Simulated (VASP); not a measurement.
# Hf3H in VASP: relaxation of the atoms with PBE

Aim: the relaxation of the atoms of Hf3H with PBE.

Program: VASP 6.6.1. These are calculated values, not measurements. Logs are shortened: lines on timing, memory, paths and dates and some standing lists are left out, and cuts for length are marked.

### Step 1. The cell of the first run

The cell holds a slab with vacuum, 4 atoms: a = 3.070 Å, b = 3.070 Å, c = 20.281 Å, α = 90.00°, β = 90.00°, γ = 109.47°.

### Step 2. Relaxation of the atoms, PBE

File INCAR:

```
ALGO = Normal
DIPOL = 0.5 0.5 0.367
EDIFF = 1E-7
EDIFFG = -0.025
ENCUT = 520
GGA = PE
IBRION = 2
IDIPOL = 3
ISIF = 2
ISMEAR = 0
LASPH = T
LCHARG = F
LDIPOL = T
LREAL = F
LWAVE = F
NELM = 80
NSW = 36
PREC = Accurate
SIGMA = 0.1
```

File KPOINTS:

```
k-points
0
Gamma
  9 9 1
```

File POSCAR:

```
Hf3H
1.0
    3.0697355021      0.0000000000      0.0000000000
   -1.0232451674      2.8941743867      0.0000000000
    0.0000000000      0.0000000000     20.2814081478
Hf H
3 1
Selective dynamics
Direct
    0.5000000000      0.5000000000      0.1972249644  F F F
    0.0000000000      0.0000000000      0.3153436029  F F F
    0.5000000000      0.5000000000      0.4329782273  F F F
    0.6666666667      0.6666666667      0.5204910684  F F T
```

Potentials or basis: VASP PAW PBE potentials, release 64 (Hf_pv, H).

Command:

```sh
cat potpaw_PBE.64/Hf_pv/POTCAR potpaw_PBE.64/H/POTCAR > POTCAR
mpirun -np 1 vasp_std > vasp.out
```

OUTCAR:

```text
EDIFF = 1E-7
   EDIFFG = -0.025
   ENCUT = 520
   GGA = PE
   IBRION = 2
   ISIF = 2
   ISMEAR = 0
   LASPH = T
   LREAL = F
   NELM = 80
   NSW = 36
   PREC = Accurate

 ion  position               nearest neighbor table
   1  0.500  0.500  0.197-   2 2.98   2 2.98   2 3.47   2 3.47
   2  0.000  0.000  0.315-   3 2.97   3 2.97   1 2.98   1 2.98   3 3.46   3 3.46   1 3.47   1 3.47

   3  0.500  0.500  0.433-   4 1.87   2 2.97   2 2.97   2 3.46   2 3.46
   4  0.667  0.667  0.520-   3 1.87

  LATTYP: Found a base centered orthorhombic cell.
 ALAT       =     3.5446252370
 B/A-ratio  =     1.4142135624
 C/A-ratio  =     5.7217355268

  Lattice vectors:

 A1 = (   3.0697355021,   0.0000000000,   0.0000000000)
 A2 = (  -1.0232451674,   2.8941743867,   0.0000000000)
 A3 = (   0.0000000000,   0.0000000000,  20.2814081478)

Analysis of symmetry for initial positions (statically):
=====================================================================
 Subroutine PRICEL returns:
 Original cell was already a primitive cell.

 Routine SETGRP: Setting up the symmetry group for a
 base centered orthorhombic supercell.

 Subroutine GETGRP returns: Found  2 space group operations
 (whereof  2 operations were pure point group operations)
 out of a pool of  8 trial point group operations.

The static configuration has the point symmetry C_1h.

Analysis of symmetry for dynamics (positions and initial velocities):
=====================================================================
 Subroutine PRICEL returns:
 Original cell was already a primitive cell.

 Routine SETGRP: Setting up the symmetry group for a
 base centered orthorhombic supercell.

 Subroutine GETGRP returns: Found  2 space group operations
 (whereof  2 operations were pure point group operations)
 out of a pool of  8 trial point group operations.

The dynamic configuration has the point symmetry C_1h.

Analysis of constrained symmetry for selective dynamics:
=====================================================================
 Subroutine PRICEL returns:
 Original cell was already a primitive cell.

 Routine SETGRP: Setting up the symmetry group for a
 base centered orthorhombic supercell.

 Subroutine GETGRP returns: Found  2 space group operations
 (whereof  2 operations were pure point group operations)
 out of a pool of  8 trial point group operations.
[... 118 lines left out ...]
   EFERMI =   0.00;   METHOD = LEGACY
   ISMEAR =     0;   SIGMA  =   0.10  broadening in eV -4-tet -1-fermi 0-gaus
   EFERMI_NEDOS =   21; number of points for ismear=-14 and -15
   IALGO  =     38    algorithm
   IMIX   =      4    mixing-type and parameters
     AMIX     =   0.40;   BMIX     =  1.00
     AMIX_MAG =   1.60;   BMIX_MAG =  1.00
  volume/ion in A,a.u.               =      45.05       303.99
  Fermi-wavevector in a.u.,A,eV,Ry     =   0.910516  1.720625 11.279760  0.829039
  Thomas-Fermi vector in A             =   2.034687
   LORBIT       =      0    0 simple, 1 ext, 2 COOP (PROOUT), +10 PAW based schemes
   GGA     = PE    functional components
   LHFCALC =     F    Hartree Fock is set to
   AEXX    =    0.0000 exact exchange contribution
   IVDW    =     0    specifies the selected vdW correction
   LEPSILON=     F    determine dielectric tensor
   LRPA    =     F    only Hartree local field effects (RPA)
 conjugate gradient relaxation of ions
 non-spin polarized calculation
 Gauss-broadening in eV      SIGMA  =   0.10
  energy-cutoff  :      520.00
  volume of cell :      180.19
 maximum number of plane-waves:      4883
   NGX = 11   NGY = 11   NGZ = 75

 dipolmoment           0.000000      0.000000     -0.002463 electrons x Angstroem

--------------------------------------- Ionic step        1  -------------------------------------------

 number of electron      31.0000002 magnetization

 Free energy of the ion-electron system (eV)
  ---------------------------------------------------
  ext. energy  EPLUGINS =         0.00000000
  ---------------------------------------------------
  free energy    TOTEN  =       -30.62173563 eV

  energy without entropy =      -30.58705210  energy(sigma->0) =      -30.60439387

------------------------ aborting loop because EDIFF is reached ----------------------------------------

  FORCE on cell =-STRESS in cart. coord.  units (eV):
  Direction    XX          YY          ZZ          XY          YZ          ZX
  --------------------------------------------------------------------------------------
  -------------------------------------------------------------------------------------
  Total       -0.8031217     -0.5726457      0.5485015      0.3259424      0.7336028      0.5187433
  in kB       -7.1411509     -5.0918174      4.8771332      2.8981952      6.5230061      4.6125312
  external PRESSURE =      -2.4519450 kB  Pullay stress =       0.0000000 kB
[... 63 lines left out ...]
--------------------------------------- Ionic step        3  -------------------------------------------

 number of electron      31.0000002 magnetization

 dipolmoment           0.000000      0.000000      0.090962 electrons x Angstroem

 Free energy of the ion-electron system (eV)
  ---------------------------------------------------
  ext. energy  EPLUGINS =         0.00000000
  ---------------------------------------------------
  free energy    TOTEN  =       -30.62195670 eV

  energy without entropy =      -30.58726804  energy(sigma->0) =      -30.60461237

 E-fermi :  -1.3874     XC(G=0):  -5.2656

 val. band max:       -1.3977999059   @ k =  -0.4444   0.1111   0.0000
 cond. band min:      -1.3829494051   @ k =   0.2222   0.1111   0.0000
 fundamental gap:      0.0148505008
 Fermi energy:        -1.3873583336

 k-point     1 :       0.0000    0.0000    0.0000
  band No.  band energies     occupation
      1     -32.1536      2.00000
      2     -31.9173      2.00000
      3     -31.6799      2.00000
      4     -31.5901      2.00000
      5     -31.5415      2.00000
      6     -31.4798      2.00000
[... 505 lines left out ...]
      6     -31.7572      2.00000
[... 11 lines left out ...]
     18       0.0946      0.00000
     19       0.5851      0.00000

 [... further k-points ...]

------------------------ aborting loop because EDIFF is reached ----------------------------------------

 vacuum level on the upper side and lower side of the slab       (xc-potential included)         0.889        -1.071

  FORCE on cell =-STRESS in cart. coord.  units (eV):
  Direction    XX          YY          ZZ          XY          YZ          ZX
  --------------------------------------------------------------------------------------
  -------------------------------------------------------------------------------------
  Total       -0.7987794     -0.5641012      0.6545647      0.3318851      0.7552990      0.5340850
  in kB       -7.1025402     -5.0158422      5.8202197      2.9510365      6.7159236      4.7489454
  external PRESSURE =      -2.0993876 kB  Pullay stress =       0.0000000 kB
[... 19 lines left out ...]
  FREE ENERGIE OF THE ION-ELECTRON SYSTEM (eV)
  ---------------------------------------------------
  free  energy   TOTEN  =       -30.6219567001 eV

  energy  without entropy=      -30.5872680366  energy(sigma->0) =      -30.60461237

 reached required accuracy - stopping structural energy minimisation

 vacuum level on the upper side and lower side of the slab         4.681         2.673
```

Wall time 11 min (1 thread of Intel Xeon 8259CL, shared host); peak memory 0.35 GiB.

Results:

| Property | Result |
| --- | --- |
| Free energy | -30.6220 eV |
| Energy gained by relaxing | 0.1 meV/atom |
| Ionic steps | 3 |
| Band gap on the k mesh | zero (an odd number of electrons rules out a gap without spin polarisation) |

The path:
```
step  energy change (eV)  largest force on free atoms (eV/Å)  pressure (GPa)
   1              0.0000                              0.0605           -0.25
   2             -0.0001                              0.0365           -0.23
   3             -0.0002                              0.0007           -0.21
```

Final structure:
```yaml
crystal:
  lattice:
    - [3.06974, 0.00000, 0.00000]
    - [-1.02325, 2.89417, 0.00000]
    - [0.00000, 0.00000, 20.28141]
  atoms:
    - { symbol: Hf, position: [0.50000, 0.50000, 0.19723] }
    - { symbol: Hf, position: [0.00000, 0.00000, 0.31534] }
    - { symbol: Hf, position: [0.50000, 0.50000, 0.43298] }
    - { symbol: H, position: [0.66667, 0.66667, 0.52013] }
```

Caveat: spin-orbit coupling is left out, which moves the levels of the heavy elements.
